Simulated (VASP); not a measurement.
# B (P6_3/mmc) in VASP: relaxation of cell and atoms with PBEsol

Aim: the relaxation of cell and atoms of B with PBEsol.

Everything below comes from runs of VASP 6.6.1. Logs are shortened: lines on timing, memory, paths and dates and some standing lists are left out, and cuts for length are marked.

### Step 1. The cell of the first run

The structure is hexagonal, space group P6_3/mmc (No. 194). The conventional cell has a = 2.101 Å, b = 2.101 Å, c = 3.430 Å, α = 90.00°, β = 90.00°, γ = 120.00°. B (site symmetry -6m2) has 12 B at 2.10 Å within 2.8 Å.

This isn't the form of B at room conditions, which is rhombohedral.

### Step 2. Relaxation of cell and atoms, PBEsol

INCAR

```
SYSTEM = B
PREC = Accurate
ENCUT = 1230
EDIFF = 1E-7
ISMEAR = -1
SIGMA = 0.1
LREAL = .False.
LASPH = .True.
NELM = 120
ALGO = Normal
ISIF = 3
LWAVE = .False.
LCHARG = .False.
GGA = PS
IBRION = 2
NSW = 80
EDIFFG = -0.01
GGA_COMPAT = .False.
NELMIN = 4
```

KPOINTS

```
regular mesh
0
Gamma
  17 17 9
  0 0 0
```

POSCAR

```
B
1.0
    2.1005919712      0.0000000000      0.0000000000
   -1.0502959856      1.8191660100      0.0000000000
    0.0000000000      0.0000000000      3.4302666889
B
2
Direct
    0.3333333333      0.6666666667      0.2500000000
    0.6666666667      0.3333333333      0.7500000000
```

Potentials or basis: VASP PAW PBE potentials, release 64 (B_h).

Started as:

```
cat potpaw_PBE.64/B_h/POTCAR > POTCAR
mpirun -np 1 vasp_std > vasp.out
```

OUTCAR:

```text
SYSTEM = B
   PREC = Accurate
   ENCUT = 1230
   EDIFF = 1E-7
   ISMEAR = -1
   LREAL = .False.
   LASPH = .True.
   NELM = 120
   ISIF = 3
   GGA = PS
   IBRION = 2
   NSW = 80
   EDIFFG = -0.01
   NELMIN = 4

 ion  position               nearest neighbor table
   1  0.333  0.667  0.250-
   2  0.667  0.333  0.750-

  LATTYP: Found a hexagonal cell.
 ALAT       =     2.1005919712
 C/A-ratio  =     1.6330000000

  Lattice vectors:

 A1 = (   2.1005919712,   0.0000000000,   0.0000000000)
 A2 = (  -1.0502959856,   1.8191660100,   0.0000000000)
 A3 = (   0.0000000000,   0.0000000000,   3.4302666889)

Analysis of symmetry for initial positions (statically):
=====================================================================
 Subroutine PRICEL returns:
 Original cell was already a primitive cell.

 Routine SETGRP: Setting up the symmetry group for a
 hexagonal supercell.

 Subroutine GETGRP returns: Found 24 space group operations
 (whereof 12 operations were pure point group operations)
 out of a pool of 24 trial point group operations.

The static configuration has the point symmetry D_3d.
 The point group associated with its full space group is D_6h.

Analysis of symmetry for dynamics (positions and initial velocities):
=====================================================================
 Subroutine PRICEL returns:
 Original cell was already a primitive cell.

 Routine SETGRP: Setting up the symmetry group for a
 hexagonal supercell.

 Subroutine GETGRP returns: Found 24 space group operations
 (whereof 12 operations were pure point group operations)
 out of a pool of 24 trial point group operations.

The dynamic configuration has the point symmetry D_3d.
 The point group associated with its full space group is D_6h.

 Subroutine INISYM returns: Found 24 space group operations
 (whereof 12 operations are pure point group operations),
 and found     1 'primitive' translations

----------------------------------------------------------------------------------------

                                     Primitive cell

  volume of cell :      13.1082

  direct lattice vectors                    reciprocal lattice vectors
     2.100591971  0.000000000  0.000000000     0.476056280  0.274851222  0.000000000
    -1.050295986  1.819166010  0.000000000     0.000000000  0.549702443  0.000000000
     0.000000000  0.000000000  3.430266689     0.000000000  0.000000000  0.291522523

  length of vectors
     2.100591971  2.100591971  3.430266689     0.549702443  0.549702443  0.291522523

  position of ions in fractional coordinates (direct lattice)
     0.333333333  0.666666667  0.250000000
     0.666666667  0.333333333  0.750000000

  ion indices of the primitive-cell ions
   primitive index   ion index
                 1           1
                 2           2

----------------------------------------------------------------------------------------

 KPOINTS: regular mesh

Automatic generation of k-mesh.
 Grid dimensions read from file:
 generate k-points for:   17   17    9

 Generating k-lattice:

  Cartesian coordinates                     Fractional coordinates (reciprocal lattice)
     0.028003311  0.016167719  0.000000000     0.058823529  0.000000000  0.000000000
     0.000000000  0.032335438  0.000000000     0.000000000  0.058823529  0.000000000
     0.000000000  0.000000000  0.032391391     0.000000000  0.000000000  0.111111111

  Length of vectors
     0.032335438  0.032335438  0.032391391

  Shift w.r.t. Gamma in fractional coordinates (k-lattice)
     0.000000000  0.000000000  0.000000000

 Subroutine IBZKPT returns following result:
 ===========================================

 Found    165 irreducible k-points:

 Following reciprocal coordinates:
            Coordinates               Weight
  0.000000  0.000000  0.000000      1.000000
  0.058824 -0.000000  0.000000      6.000000
  0.117647 -0.000000  0.000000      6.000000
  0.176471 -0.000000  0.000000      6.000000
  0.235294 -0.000000  0.000000      6.000000
  0.294118 -0.000000  0.000000      6.000000
[... 16 lines left out ...]
  0.411765  0.117647  0.000000     12.000000
  0.176471  0.176471  0.000000      6.000000
 [... further k-points ...]
   k-points           NKPTS =    165   k-points in BZ     NKDIM =    165   number of bands    NBANDS=      7
   number of dos      NEDOS =    301   number of ions     NIONS =      2
   total plane-waves  NPLWV =  23040
   dimension x,y,z NGX =    24 NGY =   24 NGZ =   40
   dimension x,y,z NGXF=    48 NGYF=   48 NGZF=   80
   ions per type =               2
   NGX,Y,Z   is equivalent  to a cutoff of  18.99, 18.99, 19.39 a.u.
   NGXF,Y,Z  is equivalent  to a cutoff of  37.99, 37.99, 38.77 a.u.
 SYSTEM =  B
   PREC   = accura    normal or accurate (medium, high low for compatibility)
   ISTART =      0    job   : 0-new  1-cont  2-samecut
   ICHARG =      2    charge: 1-file 2-atom 10-const
   ISPIN  =      1    spin polarized calculation?
   LNONCOLLINEAR =      F non collinear calculations
   LSORBIT =      F    spin-orbit coupling
   LASPH  =      T    aspherical Exc in radial PAW
   ENCUT  = 1230.0 eV  90.40 Ry    9.51 a.u.   6.01  6.01  9.81*2*pi/ulx,y,z
   NELM   =    120;   NELMIN=  4; NELMDL= -5     # of ELM steps
   EDIFF  = 0.1E-06   stopping-criterion for ELM
   LREAL  =      F    real-space projection
   EDIFFG = -.1E-01   stopping-criterion for IOM
   NSW    =     80    number of steps for IOM
   IBRION =      2    ionic relax: 0-MD 1-quasi-New 2-CG
   NFREE  =      1    steps in history (QN), initial steepest desc. (CG)
   ISIF   =      3    stress and relaxation
   ISYM   =      2    0-nonsym 1-usesym 2-fastsym
   POTIM  = 0.5000    time-step for ionic-motion
   TEBEG  =    0.0;   TEEND  =   0.0 temperature during run
   PSTRESS=    0.0 pullay stress
   NELECT =       6.0000    total number of electrons
   NUPDOWN=      -1.0000    fix difference up-down
   EMIN   =  10.00;   EMAX   =-10.00  energy-range for DOS
   EFERMI =   0.00;   METHOD = LEGACY
   ISMEAR =    -1;   SIGMA  =   0.10  broadening in eV -4-tet -1-fermi 0-gaus
   EFERMI_NEDOS =   21; number of points for ismear=-14 and -15
   IALGO  =     38    algorithm
   IMIX   =      4    mixing-type and parameters
     AMIX     =   0.40;   BMIX     =  1.00
     AMIX_MAG =   1.60;   BMIX_MAG =  1.00
  volume/ion in A,a.u.               =       6.55        44.23
  Fermi-wavevector in a.u.,A,eV,Ry     =   1.261667  2.384204 21.657789  1.591803
  Thomas-Fermi vector in A             =   2.395114
   LORBIT       =      0    0 simple, 1 ext, 2 COOP (PROOUT), +10 PAW based schemes
   GGA     = PS    functional components
   LHFCALC =     F    Hartree Fock is set to
   AEXX    =    0.0000 exact exchange contribution
   IVDW    =     0    specifies the selected vdW correction
   LEPSILON=     F    determine dielectric tensor
   LRPA    =     F    only Hartree local field effects (RPA)
 conjugate gradient relaxation of ions
 non-spin polarized calculation
  energy-cutoff  :     1230.00
  volume of cell :       13.11
 maximum number of plane-waves:      1306
   NGX = 13   NGY = 13   NGZ = 19

--------------------------------------- Ionic step        1  -------------------------------------------

 number of electron       6.0000000 magnetization

 Free energy of the ion-electron system (eV)
  ---------------------------------------------------
  ext. energy  EPLUGINS =         0.00000000
  ---------------------------------------------------
  free energy    TOTEN  =       -11.04624405 eV

  energy without entropy =      -11.03031989  energy(sigma->0) =      -11.03828197

------------------------ aborting loop because EDIFF is reached ----------------------------------------

  FORCE on cell =-STRESS in cart. coord.  units (eV):
  Direction    XX          YY          ZZ          XY          YZ          ZX
  --------------------------------------------------------------------------------------
  -------------------------------------------------------------------------------------
  Total       -2.3325241     -2.3325241     -0.7953645      0.0000000      0.0000000      0.0000000
  in kB     -285.0984101   -285.0984101    -97.2153602      0.0000000      0.0000000      0.0000000
  external PRESSURE =    -222.4707268 kB  Pullay stress =       0.0000000 kB
[... 89 lines left out ...]
  FREE ENERGIE OF THE ION-ELECTRON SYSTEM (eV)
  ---------------------------------------------------
  free  energy   TOTEN  =       -11.1812784569 eV

  energy  without entropy=      -11.1688594151  energy(sigma->0) =      -11.17506894

 E-fermi :  10.3248     XC(G=0): -12.1719

 val. band max:       10.2997425220   @ k =   0.3529   0.2353   0.4444
 cond. band min:      10.3487957455   @ k =   0.3529   0.2353   0.3333
 fundamental gap:      0.0490532235
 Fermi energy:        10.3248211508

 k-point     1 :       0.0000    0.0000    0.0000
  band No.  band energies     occupation
      1      -8.1542      2.00000
      2      -6.3874      2.00000
      3      -0.5484      2.00000
      4       5.5555      2.00000
      5      15.2498      0.00000
      6      28.5781      0.00000
      7      36.1619      0.00000
[... 221 lines left out ...]
 k-point    24 :       0.1765    0.1765    0.0000
  band No.  band energies     occupation
      1      -3.6036      2.00000
      2      -2.3486      2.00000
      3       6.0176      2.00000
      4      11.7970      0.00000
      5      18.8278      0.00000
      6      22.1867      0.00000
      7      22.3941      0.00000

 [... further k-points ...]

[... ionic steps 4 to 23 ...]

--------------------------------------- Ionic step       24  -------------------------------------------

 number of electron       6.0000001 magnetization

------------------------ aborting loop because EDIFF is reached ----------------------------------------

  FORCE on cell =-STRESS in cart. coord.  units (eV):
  Direction    XX          YY          ZZ          XY          YZ          ZX
  --------------------------------------------------------------------------------------
  -------------------------------------------------------------------------------------
  Total        0.2589466      0.2589466     -0.0902427      0.0000000     -0.0000000     -0.0000000
  in kB       26.4699859     26.4699859     -9.2247721      0.0000000     -0.0000000     -0.0000000
  external PRESSURE =      14.5717332 kB  Pullay stress =       0.0000000 kB
[... 57 lines left out ...]
  energy  without entropy=      -12.4763310428  energy(sigma->0) =      -12.48528711

--------------------------------------- Ionic step       26  -------------------------------------------

 number of electron       6.0000001 magnetization

 Free energy of the ion-electron system (eV)
  ---------------------------------------------------
  ext. energy  EPLUGINS =         0.00000000
  ---------------------------------------------------
  free energy    TOTEN  =       -12.49476944 eV

  energy without entropy =      -12.47721461  energy(sigma->0) =      -12.48599202

 E-fermi :   8.3949     XC(G=0): -11.3808

 val. band max:        8.3656984357   @ k =   0.1765   0.1765   0.2222
 cond. band min:       8.4112647787   @ k =   0.2941   0.1176   0.3333
 fundamental gap:      0.0455663430
 Fermi energy:         8.3948732994

 k-point     1 :       0.0000    0.0000    0.0000
  band No.  band energies     occupation
      1      -9.0034      2.00000
      2      -7.9697      2.00000
      3      -1.0980      2.00000
      4       3.1701      2.00000
      5      12.1522      0.00000
      6      22.6638      0.00000
      7      29.2013      0.00000
[... 221 lines left out ...]
 k-point    24 :       0.1765    0.1765    0.0000
  band No.  band energies     occupation
      1      -4.6841      2.00000
      2      -3.9563      2.00000
      3       5.0456      2.00000
      4       9.0588      0.00261
      5      16.1171      0.00000
      6      19.4555      0.00000
      7      19.5668      0.00000

 [... further k-points ...]
[... 5 lines left out ...]
  --------------------------------------------------------------------------------------
  -------------------------------------------------------------------------------------
  Total        0.0116421      0.0116421      0.0147461      0.0000000     -0.0000000     -0.0000000
  in kB        1.1918470      1.1918470      1.5096230      0.0000000     -0.0000000     -0.0000000
  external PRESSURE =       1.2977724 kB  Pullay stress =       0.0000000 kB
[... 17 lines left out ...]
  FREE ENERGIE OF THE ION-ELECTRON SYSTEM (eV)
  ---------------------------------------------------
  free  energy   TOTEN  =       -12.4947694415 eV

  energy  without entropy=      -12.4772146071  energy(sigma->0) =      -12.48599202

 reached required accuracy - stopping structural energy minimisation
```

Run time: 2.9 min. Hardware: 1 thread of Intel Xeon 6975P-C (Granite Rapids), shared host; peak memory 0.18 GiB.

What came out:

```
Free energy                           : -12.4948 eV
Relaxed volume                        : 7.83 Å³/atom
Relaxed cell                          : a = 1.711 Å, b = 1.711 Å, c = 6.173 Å, α = 90.00°, β = 90.00°, γ = 120.00°
Space group after relaxing (to 0.1 Å) : P6_3/mmc (No. 194)
Energy gained by relaxing             : 724.3 meV/atom
Ionic steps                           : 26
Pressure after relaxing               : 0.1 GPa
Band gap on the k mesh                : zero (bands 3 and 4 overlap by 9.95 eV)
```

The path:
| step | energy change (eV) | largest force (eV/Å) | pressure (GPa) | volume (Å³) |
| --- | --- | --- | --- | --- |
| 1 | 0.0000 | 0.0000 | -22.25 | 13.11 |
| 2 | -0.1328 | 0.0000 | 8.03 | 11.45 |
| 3 | -0.1350 | 0.0000 | 3.87 | 11.62 |
| 4 | -0.1800 | 0.0000 | 4.76 | 11.63 |
| 5 | -0.3611 | 0.0000 | 12.52 | 11.58 |
| 6 | -0.5260 | 0.0000 | 44.52 | 11.22 |
| 7 | -0.4552 | 0.0000 | 67.53 | 10.93 |
| 8 | 0.4383 | 0.0000 | 168.49 | 10.13 |
| 9 | -0.4352 | 0.0000 | 77.57 | 10.82 |
| 10 | -0.2026 | 0.0000 | 116.21 | 10.50 |
| 11 | -0.3862 | 0.0000 | 90.61 | 10.70 |
| 12 | -0.3884 | 0.0000 | 90.94 | 10.70 |
| 13 | -0.3942 | 0.0000 | 91.96 | 10.72 |
| 14 | -0.4024 | 0.0000 | 94.14 | 10.74 |
| 15 | -0.4086 | 0.0000 | 98.64 | 10.79 |
| 16 | -0.4229 | 0.0000 | 97.65 | 10.82 |
| 17 | -0.4648 | 0.0000 | 94.72 | 10.90 |
| 18 | -0.5454 | 0.0000 | 89.08 | 11.05 |
| 19 | -0.6940 | 0.0000 | 78.65 | 11.37 |
| 20 | -0.9433 | 0.0000 | 60.44 | 12.01 |
| 21 | -1.2731 | 0.0000 | 31.27 | 13.34 |
| 22 | -1.4415 | 0.0000 | -3.49 | 16.23 |
| 23 | -1.4475 | 0.0000 | 0.43 | 15.78 |
| 24 | -1.4476 | 0.0000 | 1.46 | 15.67 |
| 25 | -1.4480 | 0.0000 | 1.12 | 15.67 |
| 26 | -1.4485 | 0.0000 | 0.13 | 15.65 |

Final structure:
```
CELL_PARAMETERS angstrom
1.71095 0.00000 0.00000
-0.85548 1.48173 0.00000
0.00000 0.00000 6.17325
ATOMIC_POSITIONS crystal
B 0.33333 0.66667 0.25000
B 0.66667 0.33333 0.75000
```

Caveat: the volume moved by over 15 % at a fixed basis, so the end points are rough; the PAW data sets were made with another functional, which shifts forces and pressure a little.

The gap in the log of VASP goes by the Fermi energy; the results here count the filled bands.